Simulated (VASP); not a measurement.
# Bi (C2/c) in VASP: single point with r2SCAN

Aim: the single point of Bi with r2SCAN.

Program: VASP 6.6.1. These are calculated values, not measurements. Logs are shortened: lines on timing, memory, paths and dates and some standing lists are left out, and cuts for length are marked.

**1. The cell of the first run**

The structure is monoclinic, space group C2/c (No. 15). Conventional cell: a = 4.541 Å, b = 7.862 Å, c = 11.834 Å, α = 90.00°, β = 93.44°, γ = 90.00°.

**2. Single point, r2SCAN (strain -0.0600 x Voigt [0, 0, 0, 0, 1, 0])**

Contents of POSCAR:

```
Bi
1.0
    4.5390002997      0.0000000000     -0.1361700090
   -2.2695001499      3.9308895673      0.0680850045
   -0.3548700000      0.0000000000     11.8290000000
Bi
2
Direct
    0.3333333333      0.6666666667      0.2500000000
    0.6666666667      0.3333333333      0.7500000000
```

Contents of INCAR.step1:

```
SYSTEM = Bi
ALGO     = Normal         ! electronic algorithm
EDIFF    = 1E-4           ! SCF threshold, eV
ENCUT    = 520            ! plane-wave cutoff, eV
GGA      = PE             ! functional
ISMEAR   = 0              ! smearing method
LASPH    = .TRUE.         ! aspherical terms in the spheres
LCHARG   = .FALSE.        ! write CHGCAR
LREAL    = .FALSE.        ! projectors in reciprocal space
LWAVE    = .TRUE.         ! write WAVECAR
NBANDS   = 22             ! bands
NELM     = 60             ! most SCF steps
PREC     = Accurate       ! precision mode
SIGMA    = 0.15           ! smearing width, eV
```

Contents of INCAR.step2:

```
SYSTEM = Bi
ALGO     = Normal         ! electronic algorithm
EDIFF    = 1E-6           ! SCF threshold, eV
ENCUT    = 520            ! plane-wave cutoff, eV
ISIF     = 2              ! what is computed and relaxed
ISMEAR   = 0              ! smearing method
ISTART   = 1            
LASPH    = .TRUE.         ! aspherical terms in the spheres
LCHARG   = .FALSE.        ! write CHGCAR
LMIXTAU  = .TRUE.       
LREAL    = .FALSE.        ! projectors in reciprocal space
LWAVE    = .FALSE.        ! write WAVECAR
METAGGA  = R2SCAN         ! meta-GGA
NBANDS   = 22             ! bands
NELM     = 60             ! most SCF steps
PREC     = Accurate       ! precision mode
SIGMA    = 0.15           ! smearing width, eV
```

Contents of KPOINTS:

```
k-points
0
G
  12 12 4
  0 0 0
```

Potentials or basis: VASP PAW PBE potentials, release 64 (Bi_d).

Launch:

```bash
$ cat potpaw_PBE.64/Bi_d/POTCAR > POTCAR
$ cp INCAR.step1 INCAR
$ mpirun -np 1 vasp_std > vasp.out
$ cp INCAR.step2 INCAR
$ mpirun -np 1 vasp_std > vasp.out
```

OUTCAR:

```text
SYSTEM = Bi
   EDIFF = 1E-6
   ENCUT = 520
   ISIF = 2
   ISMEAR = 0
   ISTART = 1
   LASPH = .TRUE.
   LREAL = .FALSE.
   METAGGA = R2SCAN
   NELM = 60
   PREC = Accurate

 ion  position               nearest neighbor table
   1  0.333  0.667  0.250-
   2  0.667  0.333  0.750-

  LATTYP: Found a base centered monoclinic cell.
 ALAT       =     4.5410423905
 B/A-ratio  =     1.7312719104
 C/A-ratio  =     2.6060804624
 COS(beta)  =    -0.0599460486

  Lattice vectors:

 A1 = (   2.2695001499,  -3.9308895673,  -0.0680850045)
 A2 = (   2.2695001498,   3.9308895673,  -0.0680850045)
 A3 = (  -0.3548700000,   0.0000000000,  11.8290000000)

Analysis of symmetry for initial positions (statically):
=====================================================================
 Subroutine PRICEL returns:
 Original cell was already a primitive cell.

 Routine SETGRP: Setting up the symmetry group for a
 base centered monoclinic supercell.

 Subroutine GETGRP returns: Found  4 space group operations
 (whereof  2 operations were pure point group operations)
 out of a pool of  4 trial point group operations.

The static configuration has the point symmetry S_2 .
 The point group associated with its full space group is C_2h.

Analysis of symmetry for dynamics (positions and initial velocities):
=====================================================================
 Subroutine PRICEL returns:
 Original cell was already a primitive cell.

 Routine SETGRP: Setting up the symmetry group for a
 base centered monoclinic supercell.

 Subroutine GETGRP returns: Found  4 space group operations
 (whereof  2 operations were pure point group operations)
 out of a pool of  4 trial point group operations.

The dynamic configuration has the point symmetry S_2 .
 The point group associated with its full space group is C_2h.

 Subroutine INISYM returns: Found  4 space group operations
 (whereof  2 operations are pure point group operations),
 and found     1 'primitive' translations

----------------------------------------------------------------------------------------

                                     Primitive cell

  volume of cell :     210.8667

  direct lattice vectors                    reciprocal lattice vectors
     4.539000300  0.000000000 -0.136170009     0.220511290  0.127197672  0.006615339
    -2.269500150  3.930889567  0.068085005     0.000000000  0.254395343  0.000000000
    -0.354870000  0.000000000 11.829000000     0.002538425  0.000000000  0.084614153

  length of vectors
     4.541042390  4.539510909 11.834321853     0.254653175  0.254395343  0.084652220

  position of ions in fractional coordinates (direct lattice)
     0.333333333  0.666666667  0.250000000
     0.666666667  0.333333333  0.750000000

  ion indices of the primitive-cell ions
   primitive index   ion index
                 1           1
                 2           2

----------------------------------------------------------------------------------------

 KPOINTS: k-points

Automatic generation of k-mesh.
 Grid dimensions read from file:
 generate k-points for:   12   12    4

 Generating k-lattice:

  Cartesian coordinates                     Fractional coordinates (reciprocal lattice)
     0.018375941  0.010599806  0.000551278     0.083333333  0.000000000 -0.000000000
     0.000000000  0.021199612  0.000000000     0.000000000  0.083333333  0.000000000
     0.000634606  0.000000000  0.021153538    -0.000000000  0.000000000  0.250000000

  Length of vectors
     0.021221098  0.021199612  0.021163055

  Shift w.r.t. Gamma in fractional coordinates (k-lattice)
     0.000000000  0.000000000  0.000000000

 Subroutine IBZKPT returns following result:
 ===========================================

 Found    164 irreducible k-points:

 Following reciprocal coordinates:
            Coordinates               Weight
  0.000000  0.000000  0.000000      1.000000
  0.083333  0.000000  0.000000      4.000000
  0.166667  0.000000  0.000000      4.000000
  0.250000  0.000000 -0.000000      4.000000
  0.333333  0.000000 -0.000000      4.000000
  0.416667  0.000000  0.000000      4.000000
[... 16 lines left out ...]
  0.333333  0.166667 -0.000000      4.000000
  0.416667  0.166667  0.000000      4.000000
 [... further k-points ...]
   k-points           NKPTS =    164   k-points in BZ     NKDIM =    164   number of bands    NBANDS=     22
   number of dos      NEDOS =    301   number of ions     NIONS =      2
   total plane-waves  NPLWV = 116640
   dimension x,y,z NGX =    36 NGY =   36 NGZ =   90
   dimension x,y,z NGXF=    72 NGYF=   72 NGZF=  180
   ions per type =               2
   NGX,Y,Z   is equivalent  to a cutoff of  13.18, 13.18, 12.64 a.u.
   NGXF,Y,Z  is equivalent  to a cutoff of  26.36, 26.37, 25.29 a.u.
 SYSTEM =  Bi
   PREC   = accura    normal or accurate (medium, high low for compatibility)
   ISTART =      1    job   : 0-new  1-cont  2-samecut
   ICHARG =      0    charge: 1-file 2-atom 10-const
   ISPIN  =      1    spin polarized calculation?
   LNONCOLLINEAR =      F non collinear calculations
   LSORBIT =      F    spin-orbit coupling
   LASPH  =      T    aspherical Exc in radial PAW
   ENCUT  =  520.0 eV  38.22 Ry    6.18 a.u.   8.44  8.44 22.00*2*pi/ulx,y,z
   NELM   =     60;   NELMIN=  2; NELMDL=  0     # of ELM steps
   EDIFF  = 0.1E-05   stopping-criterion for ELM
   LREAL  =      F    real-space projection
[... 7 lines left out ...]
   TEBEG  =    0.0;   TEEND  =   0.0 temperature during run
   PSTRESS=    0.0 pullay stress
   NELECT =      30.0000    total number of electrons
   NUPDOWN=      -1.0000    fix difference up-down
   EMIN   =  10.00;   EMAX   =-10.00  energy-range for DOS
   EFERMI =   0.00;   METHOD = LEGACY
   ISMEAR =     0;   SIGMA  =   0.15  broadening in eV -4-tet -1-fermi 0-gaus
   EFERMI_NEDOS =   21; number of points for ismear=-14 and -15
   IALGO  =     38    algorithm
   IMIX   =      4    mixing-type and parameters
     AMIX     =   0.40;   BMIX     =  1.00
     AMIX_MAG =   1.60;   BMIX_MAG =  1.00
  volume/ion in A,a.u.               =     105.43       711.50
  Fermi-wavevector in a.u.,A,eV,Ry     =   0.854632  1.615021  9.937643  0.730396
  Thomas-Fermi vector in A             =   1.971258
   LORBIT       =      0    0 simple, 1 ext, 2 COOP (PROOUT), +10 PAW based schemes
   METAGGA = R2SCAN    functional components
   LHFCALC =     F    Hartree Fock is set to
   AEXX    =    0.0000 exact exchange contribution
   IVDW    =     0    specifies the selected vdW correction
   LEPSILON=     F    determine dielectric tensor
   LRPA    =     F    only Hartree local field effects (RPA)
 non-spin polarized calculation
 Gauss-broadening in eV      SIGMA  =   0.15
  energy-cutoff  :      520.00
  volume of cell :      210.87
 maximum number of plane-waves:      5730
 NGX is ok and might be reduce to    36
   NGX = 17   NGY = 17   NGZ = 43

 number of electron      29.9999993 magnetization

 Free energy of the ion-electron system (eV)
  ---------------------------------------------------
  ext. energy  EPLUGINS =         0.00000000
  ---------------------------------------------------
  free energy    TOTEN  =      -111.88440566 eV

  energy without entropy =     -111.79204009  energy(sigma->0) =     -111.83822288

 E-fermi :  -1.2160     XC(G=0):  -5.6492

 val. band max:       -1.2186530828   @ k =   0.1667   0.1667   0.0000
 cond. band min:      -1.2139769397   @ k =   0.0833   0.3333   0.5000
 fundamental gap:      0.0046761431
 Fermi energy:        -1.2160058669

 k-point     1 :       0.0000    0.0000    0.0000
  band No.  band energies     occupation
      1     -24.7207      2.00000
      2     -24.7207      2.00000
      3     -24.7207      2.00000
      4     -24.7207      2.00000
      5     -24.6886      2.00000
      6     -24.6886      2.00000
[... 14 lines left out ...]
     21       4.9417      0.00000
     22       4.9737      0.00000

 k-point     2 :       0.0833    0.0000    0.0000
  band No.  band energies     occupation
      1     -24.7207      2.00000
      2     -24.7207      2.00000
      3     -24.7201      2.00000
      4     -24.7201      2.00000
      5     -24.6888      2.00000
      6     -24.6888      2.00000
[... 14 lines left out ...]
     21       4.9515      0.00000
     22       5.2145      0.00000

 k-point     3 :       0.1667    0.0000    0.0000
  band No.  band energies     occupation
      1     -24.7206      2.00000
      2     -24.7206      2.00000
      3     -24.7186      2.00000
      4     -24.7185      2.00000
      5     -24.6893      2.00000
      6     -24.6893      2.00000
[... 14 lines left out ...]
     21       4.9521      0.00000
     22       5.6829      0.00000

 k-point     4 :       0.2500    0.0000   -0.0000
  band No.  band energies     occupation
      1     -24.7207      2.00000
      2     -24.7207      2.00000
      3     -24.7164      2.00000
      4     -24.7164      2.00000
      5     -24.6900      2.00000
      6     -24.6900      2.00000
[... 14 lines left out ...]
     21       5.0438      0.00000
     22       5.5250      0.00000

 k-point     5 :       0.3333    0.0000   -0.0000
  band No.  band energies     occupation
      1     -24.7207      2.00000
      2     -24.7207      2.00000
      3     -24.7143      2.00000
      4     -24.7143      2.00000
      5     -24.6907      2.00000
      6     -24.6907      2.00000
[... 417 lines left out ...]
 k-point    22 :       0.2500    0.1667   -0.0000
  band No.  band energies     occupation
      1     -24.7195      2.00000
      2     -24.7195      2.00000
      3     -24.7147      2.00000
      4     -24.7146      2.00000
      5     -24.6907      2.00000
      6     -24.6907      2.00000
[... 14 lines left out ...]
     21       5.3243      0.00000
     22       5.8569      0.00000

 k-point    23 :       0.3333    0.1667   -0.0000
  band No.  band energies     occupation
      1     -24.7192      2.00000
      2     -24.7192      2.00000
      3     -24.7136      2.00000
      4     -24.7136      2.00000
      5     -24.6910      2.00000
      6     -24.6910      2.00000
[... 14 lines left out ...]
     21       4.9797      0.00000
     22       5.5578      0.00000

 k-point    24 :       0.4167    0.1667    0.0000
  band No.  band energies     occupation
      1     -24.7191      2.00000
      2     -24.7191      2.00000
      3     -24.7133      2.00000
      4     -24.7133      2.00000
      5     -24.6912      2.00000
      6     -24.6912      2.00000
[... 14 lines left out ...]
     21       4.9827      0.00000
     22       5.2828      0.00000

 [... further k-points ...]
[... 5 lines left out ...]
  --------------------------------------------------------------------------------------
  -------------------------------------------------------------------------------------
  Total       -6.5717466     -6.5867536     -0.6335526      0.0000000     -0.0000000      0.1531734
  in kB      -49.9325041    -50.0465284     -4.8137689      0.0000000     -0.0000000      1.1638200
  external PRESSURE =     -34.9309338 kB  Pullay stress =       0.0000000 kB

 VOLUME and BASIS-vectors are now :
 -----------------------------------------------------------------------------
  energy-cutoff  :      520.00
  volume of cell :      210.87
      direct lattice vectors                 reciprocal lattice vectors
     4.539000300  0.000000000 -0.136170009     0.220511290  0.127197672  0.006615339
    -2.269500150  3.930889567  0.068085005     0.000000000  0.254395343  0.000000000
    -0.354870000  0.000000000 11.829000000     0.002538425  0.000000000  0.084614153

 POSITION                                       TOTAL-FORCE (eV/Angst)
 -----------------------------------------------------------------------------------
     -0.08872      2.62059      2.95725         0.000000     -0.001112     -0.000000
      2.00335      1.31030      8.80366        -0.000000      0.001112      0.000000
 -----------------------------------------------------------------------------------
    total drift:                               -0.000000      0.000000      0.000000

  FREE ENERGIE OF THE ION-ELECTRON SYSTEM (eV)
  ---------------------------------------------------
  free  energy   TOTEN  =      -111.8844056619 eV

  energy  without entropy=     -111.7920400942  energy(sigma->0) =     -111.83822288
```

Run time: 70 min. Hardware: 1 thread of Oxide Virtual Turin-like, shared host; peak memory 0.75 GiB.

Results:

```yaml
Free_energy: -111.8844 eV
Pressure: -3.5 GPa
Band_gap_on_the_k_mesh: zero (bands 15 and 16 overlap by 2.26 eV)
```

Caveat: the cell differs from its parent crystal (strain -0.0600 x Voigt [0, 0, 0, 0, 1, 0]); the cell stands under tension; the PAW data sets were made with another functional, which shifts forces and pressure a little; spin-orbit coupling is left out, which moves the levels of the heavy elements.
